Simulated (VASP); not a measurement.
# GaN (F-43m) in VASP: further runs

The runs below take GaN through single point, with PBE, r2SCAN, HSE06.

All numbers are computed with VASP 6.6.1; they aren't measurements. Logs are shortened: lines on timing, memory, paths and dates and some standing lists are left out, and cuts for length are marked.

## Step 1: The cell of the first run

Symmetry: F-43m, No. 216, cubic system. The conventional cell has a = 4.507 Å, b = 4.507 Å, c = 4.507 Å, α = 90.00°, β = 90.00°, γ = 90.00°. Within 2.6 Å of Ga (site symmetry -43m) lie 4 N at 1.95 Å. N (site symmetry -43m) has 4 Ga at 1.95 Å within 2.6 Å.

## Step 2: Single point, PBE

Contents of INCAR:

```
SYSTEM = GaN
ALGO = Normal
EDIFF = 1E-6
ENCUT = 600
GGA = PE
GGA_COMPAT = .False.
ISIF = 2
ISMEAR = -1
LASPH = .True.
LCHARG = .False.
LREAL = .False.
LWAVE = .False.
NBANDS = 16
NELM = 120
PREC = Accurate
SIGMA = 0.01
```

Contents of KPOINTS:

```
k-points
0
Gamma
  4 4 4
  0 0 0
```

Contents of POSCAR:

```
GaN
1.0
    3.1869310000      0.0000000000      0.0000000000
    1.5934655000      2.7599632061      0.0000000000
    1.5934655000      0.9199877354      2.6021182652
Ga N
1 1
Direct
    0.0000000000      0.0000000000      0.0000000000
    0.7500000000      0.7500000000      0.7500000000
```

Potentials or basis: VASP PAW PBE potentials, release 64 (Ga_d, N).

Run with:

```console
cat potpaw_PBE.64/Ga_d/POTCAR potpaw_PBE.64/N/POTCAR > POTCAR
mpirun -np 1 vasp_std > vasp.out
```

OUTCAR:

```text
SYSTEM = GaN
   EDIFF = 1E-6
   ENCUT = 600
   GGA = PE
   ISIF = 2
   ISMEAR = -1
   LASPH = .True.
   LREAL = .False.
   NELM = 120
   PREC = Accurate

 ion  position               nearest neighbor table
   1  0.000  0.000  0.000-   2 1.95   2 1.95   2 1.95   2 1.95
   2  0.750  0.750  0.750-   1 1.95   1 1.95   1 1.95   1 1.95

  LATTYP: Found a face centered cubic cell.
 ALAT       =     4.5070010425

  Lattice vectors:

 A1 = (   3.1869310000,   0.0000000000,   0.0000000000)
 A2 = (   1.5934655000,   2.7599632061,   0.0000000000)
 A3 = (   1.5934655000,   0.9199877354,   2.6021182652)

Analysis of symmetry for initial positions (statically):
=====================================================================
 Subroutine PRICEL returns:
 Original cell was already a primitive cell.

 Routine SETGRP: Setting up the symmetry group for a
 face centered cubic supercell.

 Subroutine GETGRP returns: Found 24 space group operations
 (whereof 24 operations were pure point group operations)
 out of a pool of 48 trial point group operations.

The static configuration has the point symmetry T_d .

Analysis of symmetry for dynamics (positions and initial velocities):
=====================================================================
 Subroutine PRICEL returns:
 Original cell was already a primitive cell.

 Routine SETGRP: Setting up the symmetry group for a
 face centered cubic supercell.

 Subroutine GETGRP returns: Found 24 space group operations
 (whereof 24 operations were pure point group operations)
 out of a pool of 48 trial point group operations.

The dynamic configuration has the point symmetry T_d .

 Subroutine INISYM returns: Found 24 space group operations
 (whereof 24 operations are pure point group operations),
 and found     1 'primitive' translations

----------------------------------------------------------------------------------------

                                     Primitive cell

  volume of cell :      22.8877

  direct lattice vectors                    reciprocal lattice vectors
     3.186931000  0.000000000  0.000000000     0.313781503 -0.181161835 -0.128100762
     1.593465500  2.759963206  0.000000000     0.000000000  0.362323671 -0.128100762
     1.593465500  0.919987735  2.602118265     0.000000000  0.000000000  0.384302287

  length of vectors
     3.186931000  3.186931000  3.186931000     0.384302287  0.384302287  0.384302287

  position of ions in fractional coordinates (direct lattice)
     0.000000000  0.000000000  0.000000000
     0.750000000  0.750000000  0.750000000

  ion indices of the primitive-cell ions
   primitive index   ion index
                 1           1
                 2           2

----------------------------------------------------------------------------------------

 KPOINTS: k-points

Automatic generation of k-mesh.
 Grid dimensions read from file:
 generate k-points for:    4    4    4

 Generating k-lattice:

  Cartesian coordinates                     Fractional coordinates (reciprocal lattice)
     0.078445376 -0.045290459 -0.032025191     0.250000000  0.000000000 -0.000000000
     0.000000000  0.090580918 -0.032025191     0.000000000  0.250000000  0.000000000
     0.000000000  0.000000000  0.096075572     0.000000000  0.000000000  0.250000000

  Length of vectors
     0.096075572  0.096075572  0.096075572

  Shift w.r.t. Gamma in fractional coordinates (k-lattice)
     0.000000000  0.000000000  0.000000000

 Subroutine IBZKPT returns following result:
 ===========================================

 Found      8 irreducible k-points:

 Following reciprocal coordinates:
            Coordinates               Weight
  0.000000  0.000000  0.000000      1.000000
  0.250000  0.000000 -0.000000      8.000000
  0.500000  0.000000 -0.000000      4.000000
  0.250000  0.250000  0.000000      6.000000
  0.500000  0.250000  0.000000     24.000000
 -0.250000  0.250000  0.000000     12.000000
  0.500000  0.500000  0.000000      3.000000
 -0.250000  0.500000  0.250000      6.000000
   k-points           NKPTS =      8   k-points in BZ     NKDIM =      8   number of bands    NBANDS=     16
   number of dos      NEDOS =    301   number of ions     NIONS =      2
   total plane-waves  NPLWV =  21952
   dimension x,y,z NGX =    28 NGY =   28 NGZ =   28
   dimension x,y,z NGXF=    56 NGYF=   56 NGZF=   56
   ions per type =               1   1
   NGX,Y,Z   is equivalent  to a cutoff of  14.61, 14.61, 14.61 a.u.
   NGXF,Y,Z  is equivalent  to a cutoff of  29.21, 29.21, 29.21 a.u.
 SYSTEM =  GaN
   PREC   = accura    normal or accurate (medium, high low for compatibility)
   ISTART =      0    job   : 0-new  1-cont  2-samecut
   ICHARG =      2    charge: 1-file 2-atom 10-const
   ISPIN  =      1    spin polarized calculation?
   LNONCOLLINEAR =      F non collinear calculations
   LSORBIT =      F    spin-orbit coupling
   LASPH  =      T    aspherical Exc in radial PAW
   ENCUT  =  600.0 eV  44.10 Ry    6.64 a.u.   6.37  6.37  6.37*2*pi/ulx,y,z
   NELM   =    120;   NELMIN=  2; NELMDL= -5     # of ELM steps
   EDIFF  = 0.1E-05   stopping-criterion for ELM
   LREAL  =      F    real-space projection
   EDIFFG = 0.1E-04   stopping-criterion for IOM
   NSW    =      0    number of steps for IOM
   IBRION =     -1    ionic relax: 0-MD 1-quasi-New 2-CG
   NFREE  =      0    steps in history (QN), initial steepest desc. (CG)
   ISIF   =      2    stress and relaxation
   ISYM   =      2    0-nonsym 1-usesym 2-fastsym
   POTIM  = 0.5000    time-step for ionic-motion
   TEBEG  =    0.0;   TEEND  =   0.0 temperature during run
   PSTRESS=    0.0 pullay stress
   NELECT =      18.0000    total number of electrons
   NUPDOWN=      -1.0000    fix difference up-down
   EMIN   =  10.00;   EMAX   =-10.00  energy-range for DOS
   EFERMI =   0.00;   METHOD = LEGACY
   ISMEAR =    -1;   SIGMA  =   0.01  broadening in eV -4-tet -1-fermi 0-gaus
   EFERMI_NEDOS =   21; number of points for ismear=-14 and -15
   IALGO  =     38    algorithm
   IMIX   =      4    mixing-type and parameters
     AMIX     =   0.40;   BMIX     =  1.00
     AMIX_MAG =   1.60;   BMIX_MAG =  1.00
  volume/ion in A,a.u.               =      11.44        77.23
  Fermi-wavevector in a.u.,A,eV,Ry     =   1.511117  2.855596 31.068545  2.283474
  Thomas-Fermi vector in A             =   2.621217
   LORBIT       =      0    0 simple, 1 ext, 2 COOP (PROOUT), +10 PAW based schemes
   GGA     = PE    functional components
   LHFCALC =     F    Hartree Fock is set to
   AEXX    =    0.0000 exact exchange contribution
   IVDW    =     0    specifies the selected vdW correction
   LEPSILON=     F    determine dielectric tensor
   LRPA    =     F    only Hartree local field effects (RPA)
 non-spin polarized calculation
  energy-cutoff  :      600.00
  volume of cell :       22.89
 maximum number of plane-waves:       778
 NGX is ok and might be reduce to    28
   NGX = 13   NGY = 13   NGZ = 13

 number of electron      18.0000005 magnetization

 Free energy of the ion-electron system (eV)
  ---------------------------------------------------
  ext. energy  EPLUGINS =         0.00000000
  ---------------------------------------------------
  free energy    TOTEN  =       -12.08113384 eV

  energy without entropy =      -12.08113384  energy(sigma->0) =      -12.08113384

 E-fermi :   5.6505     XC(G=0): -11.6561

 val. band max:        5.3290076709   @ k =   0.0000   0.0000   0.0000
 cond. band min:       7.0335361674   @ k =   0.0000   0.0000   0.0000
 fundamental gap:      1.7045284965
 Fermi energy:         5.6504932777

 k-point     1 :       0.0000    0.0000    0.0000
  band No.  band energies     occupation
      1     -10.6184      2.00000
      2      -8.1610      2.00000
      3      -8.1610      2.00000
      4      -8.1610      2.00000
      5      -7.8431      2.00000
      6      -7.8431      2.00000
      7       5.3290      2.00000
      8       5.3290      2.00000
      9       5.3290      2.00000
     10       7.0335      0.00000
     11      15.5877      0.00000
     12      15.5877      0.00000
     13      15.5877      0.00000
     14      22.9003      0.00000
     15      24.1431      0.00000
     16      24.1431      0.00000

 k-point     2 :       0.2500    0.0000   -0.0000
  band No.  band energies     occupation
      1     -10.0766      2.00000
      2      -8.1002      2.00000
      3      -8.1002      2.00000
      4      -7.8382      2.00000
      5      -7.8382      2.00000
      6      -7.7922      2.00000
      7       1.4580      2.00000
      8       4.8061      2.00000
      9       4.8061      2.00000
     10       9.3720      0.00000
     11      14.0851      0.00000
     12      16.0501      0.00000
     13      16.0501      0.00000
     14      21.3133      0.00000
     15      22.1611      0.00000
     16      22.1611      0.00000

 k-point     3 :       0.5000    0.0000   -0.0000
  band No.  band energies     occupation
      1      -9.7181      2.00000
      2      -8.0739      2.00000
      3      -8.0739      2.00000
      4      -7.7959      2.00000
      5      -7.7959      2.00000
      6      -6.5811      2.00000
      7      -1.7337      2.00000
      8       4.3568      2.00000
      9       4.3568      2.00000
     10       9.9386      0.00000
     11      14.0449      0.00000
     12      15.6538      0.00000
     13      15.6538      0.00000
     14      20.9300      0.00000
     15      24.9600      0.00000
     16      24.9600      0.00000

 k-point     4 :       0.2500    0.2500    0.0000
  band No.  band energies     occupation
      1      -9.9221      2.00000
      2      -8.0192      2.00000
      3      -8.0192      2.00000
      4      -7.9965      2.00000
      5      -7.8047      2.00000
      6      -7.6532      2.00000
      7       1.8887      2.00000
      8       3.8351      2.00000
      9       3.8351      2.00000
     10       9.8849      0.00000
     11      12.6882      0.00000
     12      16.9269      0.00000
     13      17.2880      0.00000
     14      17.2880      0.00000
     15      26.6854      0.00000
     16      27.5637      0.00000

 k-point     5 :       0.5000    0.2500    0.0000
  band No.  band energies     occupation
      1      -9.6157      2.00000
      2      -8.0458      2.00000
      3      -7.9618      2.00000
      4      -7.9102      2.00000
      5      -7.7892      2.00000
      6      -6.4170      2.00000
      7      -0.6388      2.00000
      8       2.2075      2.00000
      9       3.4137      2.00000
     10      10.6830      0.00000
     11      12.9757      0.00000
     12      15.6649      0.00000
     13      17.4902      0.00000
     14      19.6404      0.00000
     15      26.4978      0.00000
     16      26.9461      0.00000

 k-point     6 :      -0.2500    0.2500    0.0000
  band No.  band energies     occupation
      1      -9.6977      2.00000
      2      -8.0629      2.00000
      3      -8.0129      2.00000
      4      -7.8573      2.00000
      5      -7.8526      2.00000
      6      -6.8341      2.00000
      7      -0.0088      2.00000
      8       2.0498      2.00000
      9       4.2964      2.00000
     10      11.7727      0.00000
     11      12.8180      0.00000
     12      14.8205      0.00000
     13      16.7572      0.00000
     14      21.6419      0.00000
     15      22.6465      0.00000
     16      26.8356      0.00000

 k-point     7 :       0.5000    0.5000    0.0000
  band No.  band energies     occupation
      1      -9.5504      2.00000
      2      -8.0772      2.00000
      3      -7.8581      2.00000
      4      -7.8581      2.00000
      5      -7.7663      2.00000
      6      -6.1508      2.00000
      7      -0.8191      2.00000
      8       2.6161      2.00000
      9       2.6161      2.00000
     10       8.6426      0.00000
     11      11.9581      0.00000
     12      17.0291      0.00000
     13      19.2695      0.00000
     14      19.2695      0.00000
     15      27.0665      0.00000
     16      29.9060      0.00000

 k-point     8 :      -0.2500    0.5000    0.2500
  band No.  band energies     occupation
      1      -9.5476      2.00000
      2      -8.0135      2.00000
      3      -7.9880      2.00000
      4      -7.8341      2.00000
      5      -7.8323      2.00000
      6      -5.8639      2.00000
      7      -0.3910      2.00000
      8       1.6226      2.00000
      9       1.6723      2.00000
     10      11.5282      0.00000
     11      13.6925      0.00000
     12      15.5639      0.00000
     13      16.4402      0.00000
     14      20.5545      0.00000
     15      24.6541      0.00000
     16      28.9530      0.00000

------------------------ aborting loop because EDIFF is reached ----------------------------------------

  FORCE on cell =-STRESS in cart. coord.  units (eV):
  Direction    XX          YY          ZZ          XY          YZ          ZX
  --------------------------------------------------------------------------------------
  -------------------------------------------------------------------------------------
  Total        0.6955606      0.6955606      0.6955606      0.0000000      0.0000000      0.0000000
  in kB       48.6903141     48.6903141     48.6903141      0.0000000      0.0000000      0.0000000
  external PRESSURE =      48.6903141 kB  Pullay stress =       0.0000000 kB

 VOLUME and BASIS-vectors are now :
 -----------------------------------------------------------------------------
  energy-cutoff  :      600.00
  volume of cell :       22.89
      direct lattice vectors                 reciprocal lattice vectors
     3.186931000  0.000000000  0.000000000     0.313781503 -0.181161835 -0.128100762
     1.593465500  2.759963206  0.000000000     0.000000000  0.362323671 -0.128100762
     1.593465500  0.919987735  2.602118265     0.000000000  0.000000000  0.384302287

 POSITION                                       TOTAL-FORCE (eV/Angst)
 -----------------------------------------------------------------------------------
      0.00000      0.00000      0.00000         0.000000     -0.000000      0.000000
      4.78040      2.75996      1.95159        -0.000000      0.000000     -0.000000
 -----------------------------------------------------------------------------------
    total drift:                               -0.000000     -0.000000      0.000000

  FREE ENERGIE OF THE ION-ELECTRON SYSTEM (eV)
  ---------------------------------------------------
  free  energy   TOTEN  =       -12.0811338386 eV

  energy  without entropy=      -12.0811338386  energy(sigma->0) =      -12.08113384
```

Wall time 9 s (1 thread of Intel Xeon 8259CL, shared host); peak memory 0.15 GiB.

What came out:

```yaml
Free_energy: -12.0811 eV
Pressure: 4.9 GPa
Band_gap_on_the_k_mesh: 1.70 eV
```

Caveat: the k points lie up to 0.60 Å⁻¹ apart.

## Step 3: Single point, r2SCAN

POSCAR is that of step 2.

Contents of INCAR.step1:

```
  PREC = Accurate
  ENCUT = 660
  ISMEAR = -1
  SIGMA = 0.01
  LREAL = F
  LASPH = T
  NELM = 120
  NBANDS = 16
  GGA = PE
  ALGO = Normal
  EDIFF = 1E-5
  LWAVE = T
  LCHARG = F
  GGA_COMPAT = F
```

Contents of INCAR.step2:

```
  PREC = Accurate
  ENCUT = 660
  EDIFF = 1E-6
  ISMEAR = -1
  SIGMA = 0.01
  LREAL = F
  LASPH = T
  NELM = 120
  ALGO = Normal
  ISIF = 2
  LWAVE = F
  LCHARG = F
  METAGGA = R2SCAN
  LMIXTAU = T
  NBANDS = 16
  ISTART = 1
  GGA_COMPAT = F
```

Contents of KPOINTS:

```
regular mesh
0
Gamma
  4 4 4
```

Potentials or basis: VASP PAW PBE potentials, release 64 (Ga_d, N).

Run with:

```console
cat potpaw_PBE.64/Ga_d/POTCAR potpaw_PBE.64/N/POTCAR > POTCAR
cp INCAR.step1 INCAR
mpirun -np 1 vasp_std > vasp.out
cp INCAR.step2 INCAR
mpirun -np 1 vasp_std > vasp.out
```

Wall time 35 s (1 thread of Intel Xeon 8259CL, shared host); peak memory 0.17 GiB.

It converged, with:

```
Free energy            : -21.8390 eV
Pressure               : -0.1 GPa
Band gap on the k mesh : 2.10 eV
```

Levels at points of the mesh, in eV from the valence-band top:
```
           k point  band 5  band 6  band 7  band 8  band 9  band 10  band 11  band 12  band 13  band 14
(0.00, 0.00, 0.00)  -13.53  -13.53    0.00    0.00    0.00     2.10    10.97    10.97    10.97    18.51
(0.50, 0.00, 0.00)  -13.48  -12.39   -7.18   -1.00   -1.00     5.14     9.43    10.96    10.96    16.46
(0.50, 0.50, 0.00)  -13.45  -12.00   -6.24   -2.79   -2.79     3.73     7.21    12.57    14.92    14.92
```

Caveat: the k points lie up to 0.60 Å⁻¹ apart; the PAW data sets were made with another functional, which shifts forces and pressure a little.

## Step 4: Single point, HSE06

POSCAR is that of step 3.

Contents of INCAR.step1:

```
SYSTEM = GaN
PREC     = Accurate       ! precision mode
ENCUT    = 520            ! plane-wave cutoff, eV
EDIFF    = 1E-5           ! SCF threshold, eV
ISMEAR   = -1             ! smearing method
SIGMA    = 0.01           ! smearing width, eV
LREAL    = .FALSE.        ! projectors in reciprocal space
LASPH    = .TRUE.         ! aspherical terms in the spheres
NELM     = 120            ! most SCF steps
ALGO     = Normal         ! electronic algorithm
ISIF     = 2              ! what is computed and relaxed
LWAVE    = .TRUE.         ! write WAVECAR
LCHARG   = .FALSE.        ! write CHGCAR
GGA      = PE             ! functional
NBANDS   = 16             ! bands
GGA_COMPAT= .FALSE.
```

Contents of INCAR.step2:

```
SYSTEM = GaN
PREC     = Accurate       ! precision mode
ENCUT    = 520            ! plane-wave cutoff, eV
EDIFF    = 1E-6           ! SCF threshold, eV
ISMEAR   = -1             ! smearing method
SIGMA    = 0.01           ! smearing width, eV
LREAL    = .FALSE.        ! projectors in reciprocal space
LASPH    = .TRUE.         ! aspherical terms in the spheres
NELM     = 120            ! most SCF steps
ALGO     = Normal         ! electronic algorithm
ISIF     = 2              ! what is computed and relaxed
LWAVE    = .FALSE.        ! write WAVECAR
LCHARG   = .FALSE.        ! write CHGCAR
GGA      = PE             ! functional
LHFCALC  = .TRUE.         ! exact exchange
HFSCREEN = 0.2079         ! screening, 1/A
PRECFOCK = Normal       
ISTART   = 1            
NBANDS   = 16             ! bands
GGA_COMPAT= .FALSE.
```

Contents of KPOINTS:

```
Automatic mesh
0
G
  4 4 4
  0 0 0
```

Run with:

```console
cat potpaw_PBE.64/Ga_d/POTCAR potpaw_PBE.64/N/POTCAR > POTCAR
cp INCAR.step1 INCAR
mpirun -np 1 vasp_std > vasp.out
cp INCAR.step2 INCAR
mpirun -np 1 vasp_std > vasp.out
```

It took 4.9 min on 1 thread of Intel Xeon 8259CL, shared host; peak memory 0.25 GiB.

Results (log left out):

```
Free energy            : -14.6886 eV
Pressure               : -1.3 GPa
Band gap on the k mesh : 3.01 eV
```

Levels at points of the mesh, in eV from the valence-band top:
```tsv
k point	band 7	band 8	band 9	band 10	band 11	band 12
(0.00, 0.00, 0.00)	0.00	0.00	0.00	3.01	11.90	11.90
(0.50, 0.00, 0.00)	-7.54	-1.04	-1.04	6.09	10.42	11.89
(0.50, 0.50, 0.00)	-6.56	-2.91	-2.91	4.45	8.15	13.59
```

Caveat: the k points lie up to 0.60 Å⁻¹ apart; the PAW data sets were made with another functional, which shifts forces and pressure a little.

## Step 5: Overview

| level | cutoff (eV) | grid for exact exchange (PRECFOCK) | share of exact exchange | screening parameter | gap on the mesh (eV) | pressure (GPa) |
| --- | --- | --- | --- | --- | --- | --- |
| PBE | 600 | - | - | - | 1.70 | 4.9 |
| r2SCAN | 660 | - | - | - | 2.10 | -0.1 |
| HSE06 | 520 | Normal | 0.25 | 0.2079 1/Å | 3.01 | -1.3 |

Alike in all rows: task single point; potentials or basis VASP PAW PBE potentials, release 64 (Ga_d, N); no spin polarisation; cell as given; k mesh 4 × 4 × 4; smearing fermi-dirac 0.01 eV.

Caveats: all runs use coarse meshes; the PAW data sets were made with another functional, which shifts forces and pressure a little (at least some runs).

Absolute energies hang on the potentials; compare differences alone.
